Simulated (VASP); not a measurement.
# Ag2O (Pn-3m) in VASP: a series of runs

Runs on Ag2O. Level: r2SCAN+D4. Tasks: single point.

Everything below comes from runs of VASP 6.6.1. Logs are shortened: lines on timing, memory, paths and dates and some standing lists are left out, and cuts for length are marked.

## 1. The cell of the first run

Symmetry: Pn-3m, No. 224, cubic system. Conventional cell: a = 4.768 Å, b = 4.768 Å, c = 4.768 Å, α = 90.00°, β = 90.00°, γ = 90.00°. Ag (site symmetry -3m) has 2 O at 2.06 Å within 2.7 Å. O (site symmetry -43m) has 4 Ag at 2.06 Å within 2.7 Å.

## 2. Single point, r2SCAN+D4 (18.07 Å³/atom)

File POSCAR:

```
Ag2O
1.0
    4.7682807920      0.0000000000      0.0000000000
    0.0000000000      4.7682807920      0.0000000000
    0.0000000000      0.0000000000      4.7682807920
Ag O
4 2
Direct
    0.7500000000      0.7500000000      0.7500000000
    0.7500000000      0.2500000000      0.2500000000
    0.2500000000      0.2500000000      0.7500000000
    0.2500000000      0.7500000000      0.2500000000
    0.0000000000      0.0000000000      0.0000000000
    0.5000000000      0.5000000000      0.5000000000
```

File INCAR.step1:

```
SYSTEM = Ag2O
  ALGO = Normal
  EDIFF = 1E-5
  ENCUT = 660
  GGA = PE
  GGA_COMPAT = .FALSE.
  ISMEAR = 0
  LASPH = .TRUE.
  LCHARG = .FALSE.
  LREAL = .FALSE.
  LWAVE = .TRUE.
  NBANDS = 37
  NELM = 120
  PREC = Accurate
  SIGMA = 0.05
```

File INCAR.step2:

```
SYSTEM = Ag2O
  ALGO = Normal
  EDIFF = 1E-6
  ENCUT = 660
  GGA_COMPAT = .FALSE.
  ISIF = 2
  ISMEAR = 0
  ISTART = 1
  IVDW = 13
  LASPH = .TRUE.
  LCHARG = .FALSE.
  LMIXTAU = .TRUE.
  LREAL = .FALSE.
  LWAVE = .FALSE.
  METAGGA = R2SCAN
  NBANDS = 37
  NELM = 120
  PREC = Accurate
  SIGMA = 0.05
  VDW_A1 = 0.51559235
  VDW_A2 = 5.77342911
  VDW_S6 = 1.0
  VDW_S8 = 0.6018749
```

File KPOINTS:

```
k-points
0
G
  6 6 6
  0 0 0
```

Potentials or basis: VASP PAW PBE potentials, release 64 (Ag, O).

On the command line:

```bash
> cat potpaw_PBE.64/Ag/POTCAR potpaw_PBE.64/O/POTCAR > POTCAR
> cp INCAR.step1 INCAR
> mpirun -np 1 vasp_std > vasp.out
> cp INCAR.step2 INCAR
> mpirun -np 1 vasp_std > vasp.out
```

OUTCAR:

```text
SYSTEM = Ag2O
   EDIFF = 1E-6
   ENCUT = 660
   ISIF = 2
   ISMEAR = 0
   ISTART = 1
   IVDW = 13
   LASPH = .TRUE.
   LREAL = .FALSE.
   METAGGA = R2SCAN
   NELM = 120
   PREC = Accurate

 ion  position               nearest neighbor table
   1  0.750  0.750  0.750-   5 2.06   6 2.06   4 3.37   2 3.37   3 3.37   2 3.37   4 3.37   2 3.37
                             3 3.37   2 3.37   3 3.37   4 3.37   4 3.37   3 3.37
   2  0.750  0.250  0.250-   5 2.06   6 2.06   4 3.37   1 3.37   3 3.37   1 3.37   3 3.37   1 3.37
                             4 3.37   1 3.37   3 3.37   4 3.37   3 3.37   4 3.37
   3  0.250  0.250  0.750-   5 2.06   6 2.06   4 3.37   1 3.37   2 3.37   2 3.37   4 3.37   1 3.37
                             4 3.37   4 3.37   1 3.37   2 3.37   2 3.37   1 3.37
   4  0.250  0.750  0.250-   5 2.06   6 2.06   3 3.37   1 3.37   2 3.37   1 3.37   3 3.37   2 3.37
                             3 3.37   3 3.37   1 3.37   2 3.37   1 3.37   2 3.37
   5  0.000  0.000  0.000-   1 2.06   2 2.06   3 2.06   4 2.06
   6  0.500  0.500  0.500-   1 2.06   2 2.06   3 2.06   4 2.06

  LATTYP: Found a simple cubic cell.
 ALAT       =     4.7682807920

  Lattice vectors:

 A1 = (   4.7682807920,   0.0000000000,   0.0000000000)
 A2 = (   0.0000000000,   4.7682807920,   0.0000000000)
 A3 = (   0.0000000000,   0.0000000000,   4.7682807920)

Analysis of symmetry for initial positions (statically):
=====================================================================
 Subroutine PRICEL returns:
 Original cell was already a primitive cell.

 Routine SETGRP: Setting up the symmetry group for a
 simple cubic supercell.

 Subroutine GETGRP returns: Found 48 space group operations
 (whereof 24 operations were pure point group operations)
 out of a pool of 48 trial point group operations.

The static configuration has the point symmetry T_d .
 The point group associated with its full space group is O_h .

Analysis of symmetry for dynamics (positions and initial velocities):
=====================================================================
 Subroutine PRICEL returns:
 Original cell was already a primitive cell.

 Routine SETGRP: Setting up the symmetry group for a
 simple cubic supercell.

 Subroutine GETGRP returns: Found 48 space group operations
 (whereof 24 operations were pure point group operations)
 out of a pool of 48 trial point group operations.

The dynamic configuration has the point symmetry T_d .
 The point group associated with its full space group is O_h .

 Subroutine INISYM returns: Found 48 space group operations
 (whereof 24 operations are pure point group operations),
 and found     1 'primitive' translations

----------------------------------------------------------------------------------------

                                     Primitive cell

  volume of cell :     108.4140

  direct lattice vectors                    reciprocal lattice vectors
     4.768280792  0.000000000  0.000000000     0.209719193  0.000000000  0.000000000
     0.000000000  4.768280792  0.000000000     0.000000000  0.209719193  0.000000000
     0.000000000  0.000000000  4.768280792     0.000000000  0.000000000  0.209719193

  length of vectors
     4.768280792  4.768280792  4.768280792     0.209719193  0.209719193  0.209719193

  position of ions in fractional coordinates (direct lattice)
     0.750000000  0.750000000  0.750000000
     0.750000000  0.250000000  0.250000000
     0.250000000  0.250000000  0.750000000
     0.250000000  0.750000000  0.250000000
     0.000000000  0.000000000  0.000000000
     0.500000000  0.500000000  0.500000000

  ion indices of the primitive-cell ions
   primitive index   ion index
                 1           1
                 2           2
                 3           3
                 4           4
                 5           5
                 6           6

----------------------------------------------------------------------------------------

 KPOINTS: k-points

Automatic generation of k-mesh.
 Grid dimensions read from file:
 generate k-points for:    6    6    6

 Generating k-lattice:

  Cartesian coordinates                     Fractional coordinates (reciprocal lattice)
     0.034953199  0.000000000  0.000000000     0.166666667  0.000000000  0.000000000
     0.000000000  0.034953199  0.000000000     0.000000000  0.166666667  0.000000000
     0.000000000  0.000000000  0.034953199     0.000000000  0.000000000  0.166666667

  Length of vectors
     0.034953199  0.034953199  0.034953199

  Shift w.r.t. Gamma in fractional coordinates (k-lattice)
     0.000000000  0.000000000  0.000000000

 Subroutine IBZKPT returns following result:
 ===========================================

 Found     20 irreducible k-points:

 Following reciprocal coordinates:
            Coordinates               Weight
  0.000000  0.000000  0.000000      1.000000
  0.166667  0.000000  0.000000      6.000000
  0.333333  0.000000  0.000000      6.000000
  0.500000  0.000000  0.000000      3.000000
  0.166667  0.166667  0.000000     12.000000
  0.333333  0.166667  0.000000     24.000000
[... 12 lines left out ...]
  0.500000  0.500000  0.333333      6.000000
  0.500000  0.500000  0.500000      1.000000
   k-points           NKPTS =     20   k-points in BZ     NKDIM =     20   number of bands    NBANDS=     37
   number of dos      NEDOS =    301   number of ions     NIONS =      6
   total plane-waves  NPLWV =  64000
   dimension x,y,z NGX =    40 NGY =   40 NGZ =   40
   dimension x,y,z NGXF=    80 NGYF=   80 NGZF=   80
   ions per type =               4   2
   NGX,Y,Z   is equivalent  to a cutoff of  13.95, 13.95, 13.95 a.u.
   NGXF,Y,Z  is equivalent  to a cutoff of  27.89, 27.89, 27.89 a.u.
 SYSTEM =  Ag2O
   PREC   = accura    normal or accurate (medium, high low for compatibility)
   ISTART =      1    job   : 0-new  1-cont  2-samecut
   ICHARG =      0    charge: 1-file 2-atom 10-const
   ISPIN  =      1    spin polarized calculation?
   LNONCOLLINEAR =      F non collinear calculations
   LSORBIT =      F    spin-orbit coupling
   LASPH  =      T    aspherical Exc in radial PAW
   ENCUT  =  660.0 eV  48.51 Ry    6.96 a.u.   9.99  9.99  9.99*2*pi/ulx,y,z
   NELM   =    120;   NELMIN=  2; NELMDL=  0     # of ELM steps
   EDIFF  = 0.1E-05   stopping-criterion for ELM
   LREAL  =      F    real-space projection
   EDIFFG = 0.1E-04   stopping-criterion for IOM
   NSW    =      0    number of steps for IOM
   IBRION =     -1    ionic relax: 0-MD 1-quasi-New 2-CG
   NFREE  =      0    steps in history (QN), initial steepest desc. (CG)
   ISIF   =      2    stress and relaxation
   ISYM   =      2    0-nonsym 1-usesym 2-fastsym
   POTIM  = 0.5000    time-step for ionic-motion
   TEBEG  =    0.0;   TEEND  =   0.0 temperature during run
   PSTRESS=    0.0 pullay stress
   NELECT =      56.0000    total number of electrons
   NUPDOWN=      -1.0000    fix difference up-down
   EMIN   =  10.00;   EMAX   =-10.00  energy-range for DOS
   EFERMI =   0.00;   METHOD = LEGACY
   ISMEAR =     0;   SIGMA  =   0.05  broadening in eV -4-tet -1-fermi 0-gaus
   EFERMI_NEDOS =   21; number of points for ismear=-14 and -15
   IALGO  =     38    algorithm
   IMIX   =      4    mixing-type and parameters
     AMIX     =   0.40;   BMIX     =  1.00
     AMIX_MAG =   1.60;   BMIX_MAG =  1.00
  volume/ion in A,a.u.               =      18.07       121.94
  Fermi-wavevector in a.u.,A,eV,Ry     =   1.313537  2.482225 23.475217  1.725380
  Thomas-Fermi vector in A             =   2.443853
   LORBIT       =      0    0 simple, 1 ext, 2 COOP (PROOUT), +10 PAW based schemes
   METAGGA = R2SCAN    functional components
   LHFCALC =     F    Hartree Fock is set to
   AEXX    =    0.0000 exact exchange contribution
   IVDW    =    13    specifies the selected vdW correction
   LEPSILON=     F    determine dielectric tensor
   LRPA    =     F    only Hartree local field effects (RPA)
 non-spin polarized calculation
 Gauss-broadening in eV      SIGMA  =   0.05
  energy-cutoff  :      660.00
  volume of cell :      108.41
 maximum number of plane-waves:      4224
 NGX is ok and might be reduce to    40
   NGX = 19   NGY = 19   NGZ = 19

 number of electron      55.9999988 magnetization

 Free energy of the ion-electron system (eV)
  ---------------------------------------------------
  ext. energy  EPLUGINS =         0.00000000
  ---------------------------------------------------
  free energy    TOTEN  =       -98.35904753 eV

  energy without entropy =      -98.35904491  energy(sigma->0) =      -98.35904622

 E-fermi :   4.2190     XC(G=0): -10.9170

 val. band max:        4.1000593827   @ k =   0.0000   0.0000   0.0000
 cond. band min:       4.3268275576   @ k =   0.0000   0.0000   0.0000
 fundamental gap:      0.2267681749
 Fermi energy:         4.2190305065

 k-point     1 :       0.0000    0.0000    0.0000
  band No.  band energies     occupation
      1     -15.5805      2.00000
      2     -14.9624      2.00000
      3      -2.6436      2.00000
      4      -2.6436      2.00000
      5      -2.6436      2.00000
      6      -0.3671      2.00000
[... 29 lines left out ...]
     36      13.2111      0.00000
     37      13.2327      0.00000

 k-point     2 :       0.1667    0.0000    0.0000
  band No.  band energies     occupation
      1     -15.5409      2.00000
      2     -15.0059      2.00000
      3      -2.5514      2.00000
      4      -2.5514      2.00000
      5      -2.5151      2.00000
      6      -0.3510      2.00000
[... 29 lines left out ...]
     36      12.8523      0.00000
     37      12.8523      0.00000

 k-point     3 :       0.3333    0.0000    0.0000
  band No.  band energies     occupation
      1     -15.4317      2.00000
      2     -15.1230      2.00000
      3      -2.3070      2.00000
      4      -2.3070      2.00000
      5      -2.1459      2.00000
      6      -0.9227      2.00000
[... 29 lines left out ...]
     36      12.3106      0.00000
     37      12.3106      0.00000

 k-point     4 :       0.5000    0.0000    0.0000
  band No.  band energies     occupation
      1     -15.2793      2.00000
      2     -15.2793      2.00000
      3      -2.1122      2.00000
      4      -2.1122      2.00000
      5      -1.5854      2.00000
      6      -1.5854      2.00000
[... 29 lines left out ...]
     36      12.0929      0.00000
     37      13.0608      0.00000
[... 523 lines left out ...]
      1     -15.4711      2.00000
      2     -15.0636      2.00000
      3      -2.4132      2.00000
      4      -2.4100      2.00000
      5      -2.2715      2.00000
      6      -0.6634      2.00000
[... 29 lines left out ...]
     36      12.0189      0.00000
     37      15.7239      0.00000

 k-point    19 :       0.5000    0.5000    0.3333
  band No.  band energies     occupation
      1     -15.5000      2.00000
      2     -15.0291      2.00000
      3      -2.4554      2.00000
      4      -2.4554      2.00000
      5      -2.3799      2.00000
      6      -0.4235      2.00000
[... 29 lines left out ...]
     36      11.3487      0.00000
     37      16.6842      0.00000

 k-point    20 :       0.5000    0.5000    0.5000
  band No.  band energies     occupation
      1     -15.5334      2.00000
      2     -14.9891      2.00000
      3      -2.5023      2.00000
      4      -2.5023      2.00000
      5      -2.5023      2.00000
      6      -0.0982      2.00000
[... 29 lines left out ...]
     36      10.6103      0.00000
     37      17.5051      0.00000

------------------------ aborting loop because EDIFF is reached ----------------------------------------

  DFT-D4 for vdW energy calculation

  Edisp (eV):   -0.73851

  FORCE on cell =-STRESS in cart. coord.  units (eV):
  Direction    XX          YY          ZZ          XY          YZ          ZX
  --------------------------------------------------------------------------------------
  -------------------------------------------------------------------------------------
  Total      -1.27467    -1.27467    -1.27467    -0.00000    -0.00000     0.00000
  in kB     -18.83754   -18.83754   -18.83754    -0.00000    -0.00000     0.00000
  external pressure =      -18.84 kB  Pullay stress =        0.00 kB

 VOLUME and BASIS-vectors are now :
 -----------------------------------------------------------------------------
  energy-cutoff  :      660.00
  volume of cell :      108.41
      direct lattice vectors                 reciprocal lattice vectors
     4.768280792  0.000000000  0.000000000     0.209719193  0.000000000  0.000000000
     0.000000000  4.768280792  0.000000000     0.000000000  0.209719193  0.000000000
     0.000000000  0.000000000  4.768280792     0.000000000  0.000000000  0.209719193

 POSITION                                       TOTAL-FORCE (eV/Angst)
 -----------------------------------------------------------------------------------
      3.57621      3.57621      3.57621         0.000000     -0.000000     -0.000000
      3.57621      1.19207      1.19207        -0.000000      0.000000     -0.000000
      1.19207      1.19207      3.57621         0.000000      0.000000      0.000000
      1.19207      3.57621      1.19207         0.000000     -0.000000      0.000000
      0.00000      0.00000      0.00000        -0.000000      0.000000     -0.000000
      2.38414      2.38414      2.38414        -0.000000      0.000000      0.000000
 -----------------------------------------------------------------------------------
    total drift:                                0.000000      0.000000      0.000000

  FREE ENERGIE OF THE ION-ELECTRON SYSTEM (eV)
  ---------------------------------------------------
  free  energy   TOTEN  =       -99.0975604248 eV

  energy  without entropy=      -99.0975578114  energy(sigma->0) =      -99.09755912
```

Run time: 4.2 min. Hardware: 1 thread of AMD EPYC 9R45 (Zen 5), shared host; peak memory 0.27 GiB.

What came out:

```
Free energy                : -99.0976 eV
Pressure                   : -1.9 GPa
Band gap on the k mesh     : 0.23 eV
Dispersion energy per atom : -0.123 eV
```

Caveat: the PAW data sets were made with another functional, which shifts forces and pressure a little. A k mesh can miss the band edges.

## 3. Single point, r2SCAN+D4 (18.42 Å³/atom)

This run uses another cell than the first one, of 18.42 Å³/atom.

Changes to POSCAR since step 2:

```diff
@@ -2,5 +2,5 @@
 1.0
-    4.7682807920      0.0000000000      0.0000000000
-    0.0000000000      4.7682807920      0.0000000000
-    0.0000000000      0.0000000000      4.7682807920
+    4.7992445219      0.0000000000      0.0000000000
+    0.0000000000      4.7992445219      0.0000000000
+    0.0000000000      0.0000000000      4.7992445219
 Ag O
```

File INCAR.step1:

```
ALGO = Normal ; EDIFF = 1E-5
ENCUT = 660 ; GGA = PE
GGA_COMPAT = False ; ISMEAR = 0
LASPH = True ; LCHARG = False
LREAL = False ; LWAVE = True
NBANDS = 37 ; NELM = 120
PREC = Accurate ; SIGMA = 0.05
```

File INCAR.step2:

```
ALGO = Normal ; EDIFF = 1E-6
ENCUT = 660 ; GGA_COMPAT = False
ISIF = 2 ; ISMEAR = 0
ISTART = 1 ; IVDW = 13
LASPH = True ; LCHARG = False
LMIXTAU = True ; LREAL = False
LWAVE = False ; METAGGA = R2SCAN
NBANDS = 37 ; NELM = 120
PREC = Accurate ; SIGMA = 0.05
VDW_A1 = 0.51559235 ; VDW_A2 = 5.77342911
VDW_S6 = 1.0 ; VDW_S8 = 0.6018749
```

File KPOINTS:

```
k-points
0
Gamma
  6 6 6
```

Potentials or basis: VASP PAW PBE potentials, release 64 (Ag, O).

On the command line:

```bash
> cat potpaw_PBE.64/Ag/POTCAR potpaw_PBE.64/O/POTCAR > POTCAR
> cp INCAR.step1 INCAR
> mpirun -np 1 vasp_std > vasp.out
> cp INCAR.step2 INCAR
> mpirun -np 1 vasp_std > vasp.out
```

Run time: 4.1 min. Hardware: 1 thread of AMD EPYC 9R45 (Zen 5), shared host; peak memory 0.27 GiB.

Results (log left out):

```
Free energy                : -99.0650 eV
Pressure                   : -3.3 GPa
Band gap on the k mesh     : 0.20 eV
Dispersion energy per atom : -0.121 eV
```

Levels at points of the mesh, in eV from the valence-band top:
```csv
k point,band 25,band 26,band 27,band 28,band 29,band 30,band 31,band 32
"(0.00, 0.00, 0.00)",-2.66,0.00,0.00,0.00,0.20,2.53,2.53,7.55
"(0.50, 0.00, 0.00)",-1.54,-1.54,-0.44,-0.44,2.31,2.31,5.13,5.13
"(0.50, 0.50, 0.00)",-1.56,-1.56,-0.78,-0.78,2.43,2.43,4.02,4.02
"(0.50, 0.50, 0.50)",-1.75,-0.66,-0.66,-0.66,3.01,3.01,3.01,5.14
```

Caveat: the cell stands under tension; the PAW data sets were made with another functional, which shifts forces and pressure a little.
